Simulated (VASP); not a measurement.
# BeTe (F-43m) in VASP: phonons with r2SCAN

Aim: the phonons of BeTe with r2SCAN.

All numbers are computed with VASP 6.6.1; they aren't measurements. Logs are shortened: lines on timing, memory, paths and dates and some standing lists are left out, and cuts for length are marked.

## 1. The cell of the first run

It takes space group F-43m (No. 216, cubic). Conventional cell: a = 5.727 Å, b = 5.727 Å, c = 5.727 Å, α = 90.00°, β = 90.00°, γ = 90.00°. Within 3.3 Å of Be (site symmetry -43m) lie 4 Te at 2.48 Å. Within 3.3 Å of Te (site symmetry -43m) lie 4 Be at 2.48 Å.

## 2. Phonons, r2SCAN

Contents of INCAR:

```
SYSTEM = BeTe
  PREC = Accurate
  ENCUT = 520
  EDIFF = 1E-8
  ISMEAR = 0
  SIGMA = 0.01
  LREAL = .False.
  LASPH = .True.
  NELM = 80
  ALGO = Normal
  ISIF = 2
  LWAVE = .False.
  LCHARG = .False.
  METAGGA = R2SCAN
  LMIXTAU = .True.
  NBANDS = 11
  IBRION = 6
  NFREE = 2
  POTIM = 0.015
  NSW = 1
```

Contents of KPOINTS:

```
regular mesh
0
Gamma
  8 8 8
  0 0 0
```

Contents of POSCAR:

```
BeTe
1.0
    2.8635736783      2.8635736783      0.0000000000
   -2.8635736783      2.8635736783      0.0000000000
    0.0000000000      2.8635736783      2.8635736783
Be Te
1 1
Direct
    0.0000000000      0.0000000000      0.0000000000
    0.7500000000      0.2500000000      0.5000000000
```

Potentials or basis: VASP PAW PBE potentials, release 64 (Be, Te).

Command:

```bash
$ cat potpaw_PBE.64/Be/POTCAR potpaw_PBE.64/Te/POTCAR > POTCAR
$ mpirun -np 1 vasp_std > vasp.out
```

OUTCAR:

```text
SYSTEM = BeTe
   PREC = Accurate
   ENCUT = 520
   EDIFF = 1E-8
   ISMEAR = 0
   LREAL = .False.
   LASPH = .True.
   NELM = 80
   ISIF = 2
   METAGGA = R2SCAN
   IBRION = 6
   NFREE = 2
   POTIM = 0.015
   NSW = 1

 ion  position               nearest neighbor table
   1  0.000  0.000  0.000-   2 2.48   2 2.48   2 2.48   2 2.48
   2  0.750  0.250  0.500-   1 2.48   1 2.48   1 2.48   1 2.48

  LATTYP: Found a face centered cubic cell.
 ALAT       =     5.7271473566

  Lattice vectors:

 A1 = (   0.0000000000,   2.8635736783,   2.8635736783)
 A2 = (   2.8635736783,   0.0000000000,   2.8635736783)
 A3 = (   2.8635736783,   2.8635736783,   0.0000000000)

Analysis of symmetry for initial positions (statically):
=====================================================================
 Subroutine PRICEL returns:
 Original cell was already a primitive cell.

 Routine SETGRP: Setting up the symmetry group for a
 face centered cubic supercell.

 Subroutine GETGRP returns: Found 24 space group operations
 (whereof 24 operations were pure point group operations)
 out of a pool of 48 trial point group operations.

The static configuration has the point symmetry T_d .

Analysis of symmetry for dynamics (positions and initial velocities):
=====================================================================
 Subroutine PRICEL returns:
 Original cell was already a primitive cell.

 Routine SETGRP: Setting up the symmetry group for a
 face centered cubic supercell.

 Subroutine GETGRP returns: Found 24 space group operations
 (whereof 24 operations were pure point group operations)
 out of a pool of 48 trial point group operations.

The dynamic configuration has the point symmetry T_d .

 Subroutine INISYM returns: Found 24 space group operations
 (whereof 24 operations are pure point group operations),
 and found     1 'primitive' translations

----------------------------------------------------------------------------------------

                                     Primitive cell

  volume of cell :      46.9629

  direct lattice vectors                    reciprocal lattice vectors
     2.863573678  2.863573678  0.000000000     0.174606997  0.174606997 -0.174606997
    -2.863573678  2.863573678  0.000000000    -0.174606997  0.174606997 -0.174606997
     0.000000000  2.863573678  2.863573678     0.000000000  0.000000000  0.349213994

  length of vectors
     4.049704733  4.049704733  4.049704733     0.302428190  0.302428190  0.349213994

  position of ions in fractional coordinates (direct lattice)
     0.000000000  0.000000000  0.000000000
     0.750000000  0.250000000  0.500000000

  ion indices of the primitive-cell ions
   primitive index   ion index
                 1           1
                 2           2

----------------------------------------------------------------------------------------

 KPOINTS: regular mesh

Automatic generation of k-mesh.
 Grid dimensions read from file:
 generate k-points for:    8    8    8

 Generating k-lattice:

  Cartesian coordinates                     Fractional coordinates (reciprocal lattice)
     0.021825875  0.021825875 -0.021825875     0.125000000  0.000000000  0.000000000
    -0.021825875  0.021825875 -0.021825875     0.000000000  0.125000000  0.000000000
     0.000000000  0.000000000  0.043651749     0.000000000  0.000000000  0.125000000

  Length of vectors
     0.037803524  0.037803524  0.043651749

  Shift w.r.t. Gamma in fractional coordinates (k-lattice)
     0.000000000  0.000000000  0.000000000

 Subroutine IBZKPT returns following result:
[... 53 lines left out ...]
   IBRION =      6    ionic relax: 0-MD 1-quasi-New 2-CG
   NFREE  =      2    steps in history (QN), initial steepest desc. (CG)
   ISIF   =      2    stress and relaxation
   ISYM   =      2    0-nonsym 1-usesym 2-fastsym
   POTIM  = 0.0150    time-step for ionic-motion
   TEBEG  =    0.0;   TEEND  =   0.0 temperature during run
   PSTRESS=    0.0 pullay stress
   NELECT =       8.0000    total number of electrons
   NUPDOWN=      -1.0000    fix difference up-down
   EMIN   =  10.00;   EMAX   =-10.00  energy-range for DOS
   EFERMI =   0.00;   METHOD = LEGACY
   ISMEAR =     0;   SIGMA  =   0.01  broadening in eV -4-tet -1-fermi 0-gaus
   EFERMI_NEDOS =   21; number of points for ismear=-14 and -15
   IALGO  =     38    algorithm
   IMIX   =      4    mixing-type and parameters
     AMIX     =   0.40;   BMIX     =  1.00
     AMIX_MAG =   1.60;   BMIX_MAG =  1.00
  volume/ion in A,a.u.               =      23.48       158.46
  Fermi-wavevector in a.u.,A,eV,Ry     =   0.907514  1.714952 11.205498  0.823581
  Thomas-Fermi vector in A             =   2.031330
   LORBIT       =      0    0 simple, 1 ext, 2 COOP (PROOUT), +10 PAW based schemes
   METAGGA = R2SCAN    functional components
   LHFCALC =     F    Hartree Fock is set to
   AEXX    =    0.0000 exact exchange contribution
   IVDW    =     0    specifies the selected vdW correction
   LEPSILON=     F    determine dielectric tensor
   LRPA    =     F    only Hartree local field effects (RPA)
 finite differences with symmetry
 non-spin polarized calculation
 Gauss-broadening in eV      SIGMA  =   0.01
  energy-cutoff  :      520.00
  volume of cell :       46.96
 maximum number of plane-waves:      1283
   NGX = 15   NGY = 15   NGZ = 15

--------------------------------------- Ionic step        1  -------------------------------------------

 number of electron       8.0000000 magnetization

 Free energy of the ion-electron system (eV)
  ---------------------------------------------------
  ext. energy  EPLUGINS =         0.00000000
  ---------------------------------------------------
  free energy    TOTEN  =       -30.67553682 eV

  energy without entropy =      -30.67553682  energy(sigma->0) =      -30.67553682

------------------------ aborting loop because EDIFF is reached ----------------------------------------

  FORCE on cell =-STRESS in cart. coord.  units (eV):
  Direction    XX          YY          ZZ          XY          YZ          ZX
  --------------------------------------------------------------------------------------
  -------------------------------------------------------------------------------------
  Total       -0.5568163     -0.5568163     -0.5568163      0.0000000     -0.0000000     -0.0000000
  in kB      -18.9962303    -18.9962303    -18.9962303      0.0000000     -0.0000000     -0.0000000
  external PRESSURE =     -18.9962303 kB  Pullay stress =       0.0000000 kB
[... 131 lines left out ...]
--------------------------------------- Ionic step        5  -------------------------------------------

 number of electron       8.0000000 magnetization

 Free energy of the ion-electron system (eV)
  ---------------------------------------------------
  ext. energy  EPLUGINS =         0.00000000
  ---------------------------------------------------
  free energy    TOTEN  =       -30.67487855 eV

  energy without entropy =      -30.67487855  energy(sigma->0) =      -30.67487855

 E-fermi :   4.5009     XC(G=0):  -9.2701

 val. band max:        4.4257179873   @ k =   0.0000   0.0000   0.0000
 cond. band min:       6.8357398317   @ k =   0.5000   0.5000   0.0000
 fundamental gap:      2.4100218444
 Fermi energy:         4.5008539178

 k-point     1 :       0.0000    0.0000    0.0000
  band No.  band energies     occupation
      1      -8.0680      2.00000
      2       4.3377      2.00000
      3       4.3827      2.00000
      4       4.4257      2.00000
      5       8.4203      0.00000
      6       8.4443      0.00000
      7       8.4726      0.00000
      8       8.5044      0.00000
      9      13.3219      0.00000
     10      15.0302      0.00000
     11      15.0305      0.00000
[... 309 lines left out ...]
 k-point    24 :       0.5000    0.2500    0.1250
  band No.  band energies     occupation
      1      -6.5159      2.00000
      2      -0.6656      2.00000
      3       1.5686      2.00000
      4       2.5804      2.00000
      5       9.0289      0.00000
      6       9.1891      0.00000
      7      11.4821      0.00000
      8      12.6413      0.00000
      9      13.3309      0.00000
     10      16.5378      0.00000
     11      16.8893      0.00000

 [... further k-points ...]
[... 5 lines left out ...]
  --------------------------------------------------------------------------------------
  -------------------------------------------------------------------------------------
  Total       -0.5559822     -0.5549857     -0.5549857      0.0000000     -0.0475516      0.0000000
  in kB      -18.9677746    -18.9337786    -18.9337786      0.0000000     -1.6222600      0.0000000
  external PRESSURE =     -18.9451106 kB  Pullay stress =       0.0000000 kB
[... 17 lines left out ...]
  FREE ENERGIE OF THE ION-ELECTRON SYSTEM (eV)
  ---------------------------------------------------
  free  energy   TOTEN  =       -30.6748785506 eV

  energy  without entropy=      -30.6748785506  energy(sigma->0) =      -30.67487855

 INTERNAL STRAIN TENSORS FROM DISPLACED ATOMS
 ============================================

 INTERNAL STRAIN TENSOR FOR ION    1 for displacements in x,y,z  (eV/Angst):
          X           Y           Z          XY          YZ          ZX
  --------------------------------------------------------------------------------
  x     0.00000     0.00000     0.00000     0.00000    -3.16367     0.00000
  y     0.00000     0.00000     0.00000     0.00000     0.00000    -3.16367
  z     0.00000     0.00000     0.00000    -3.16367     0.00000    -0.00000

 INTERNAL STRAIN TENSOR FOR ION    2 for displacements in x,y,z  (eV/Angst):
          X           Y           Z          XY          YZ          ZX
  --------------------------------------------------------------------------------
  x    -0.00000     0.00000     0.00000    -0.00000     3.16819    -0.00000
  y    -0.00000    -0.00000    -0.00000    -0.00000     0.00000     3.16819
  z     0.00000     0.00000    -0.00000     3.16819    -0.00000     0.00000

 Eigenvectors and eigenvalues of the dynamical matrix
 ----------------------------------------------------

   1 f  =   13.025877 THz    81.844001 2PiTHz  434.496496 cm-1    53.870675 meV
             X         Y         Z           dx          dy          dz
      0.000000  0.000000  0.000000     0.000000    0.966426   -0.000000
      1.431787  4.295361  1.431787    -0.000000   -0.256947    0.000000
[... 21 lines left out ...]
   6 f/i=    0.001232 THz     0.007739 2PiTHz    0.041086 cm-1     0.005094 meV
             X         Y         Z           dx          dy          dz
      0.000000  0.000000  0.000000    -0.256830    0.007750    0.000000
      1.431787  4.295361  1.431787    -0.965986    0.029150    0.000000

 ELASTIC MODULI CONTR FROM IONIC RELAXATION (kBar)
 Direction    XX          YY          ZZ          XY          YZ          ZX
 --------------------------------------------------------------------------------
 XX          -0.0000     -0.0000      0.0000     -0.0000      0.0000      0.0000
 YY          -0.0000     -0.0000     -0.0000     -0.0000     -0.0000      0.0000
 ZZ           0.0000     -0.0000     -0.0000      0.0000     -0.0000      0.0000
 XY          -0.0000     -0.0000      0.0000    -58.4891      0.0000     -0.0000
 YZ           0.0000     -0.0000     -0.0000      0.0000    -58.4891      0.0000
 ZX           0.0000      0.0000      0.0000     -0.0000      0.0000    -58.4891
 --------------------------------------------------------------------------------
```

It took 7.5 min on 1 thread of Intel Xeon Platinum 8375C at 2.90GHz (Ice Lake), shared host; peak memory 0.24 GiB.

What came out:

| Quantity | Value |
| --- | --- |
| Highest phonon frequency at Γ, LO-TO splitting left out | 434 cm⁻¹ |

Phonon frequencies in cm⁻¹ (negative: imaginary):
```
              q point        frequencies
(0.000, 0.000, 0.000)  0 0 0 434 434 434
```

Caveat: the cell stands under pressure or tension, which shifts response properties; the PAW data sets were made with another functional, which shifts forces and pressure a little; spin-orbit coupling is left out, which moves the levels of the heavy elements.
